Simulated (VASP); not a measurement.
A run of VASP 6.6.1 is set up as follows.

INCAR

```
PREC = Accurate
ENCUT = 520
EDIFF = 1E-7
ISMEAR = 0
SIGMA = 0.15
LREAL = False
LASPH = True
NELM = 60
ALGO = Fast
ISIF = 2
LWAVE = False
LCHARG = True
GGA = PS
LELF = True
LVHAR = True
NBANDS = 10
```

File KPOINTS:

```
regular mesh
0
Gamma
  22 22 22
```

The input POSCAR:

```
Ir
1.0
    0.0000000000      1.9484955000      1.9197000000
    1.9484955000      0.0000000000      1.9197000000
    1.9484955000      1.9484955000      0.0000000000
Ir
1
Direct
    0.0000000000      0.0000000000      0.0000000000
```

Potentials or basis: VASP PAW PBE potentials, release 64 (Ir).

Run with:

```console
$ cat potpaw_PBE.64/Ir/POTCAR > POTCAR
$ mpirun -np 1 vasp_std > vasp.out
```

(1) Estimate the pressure.

## Answers

(1) -12.1 GPa.

Caveat: the cell differs from its parent crystal (strain +0.015 along x and y, +0.000 along z); the PAW data sets were made with another functional, which shifts forces and pressure a little.
